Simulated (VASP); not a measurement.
The system is Na2ICl.

```
Cl I Na
1.0
     2.14136    1.23631    6.97776
    -2.14136    1.23631    6.97776
     0.00000   -2.47263    6.97776
Cl I Na
1 1 2
Direct
  0.00000 0.00000 0.00000
  0.50000 0.50000 0.50000
  0.26032 0.26032 0.26032
  0.73968 0.73968 0.73968
```

Base run:

| Quantity | Value |
| --- | --- |
| Program | VASP 6.6.1 |
| Functional | r2SCAN |
| Potentials or basis | VASP PAW PBE potentials, release 64 (Cl, I, Na_pv) |
| Cutoff | 520 eV |
| k mesh | 6 × 6 × 6 |
| Occupations | gaussian, width 0.01 eV |
| Spin | no spin polarisation |

Its results: band gap on the k mesh 3.88 eV; pressure -0.1 GPa.

Q: The run is repeated on the same cell with these changes: functional from r2SCAN to PBE. What comes out?

A: Band gap on the k mesh 3.19 eV; pressure 0.7 GPa.

Caveats: spin-orbit coupling is left out, which moves the levels of the heavy elements; the PAW data sets were made with another functional, which shifts forces and pressure a little (at least some runs).

A k mesh can miss the band edges.
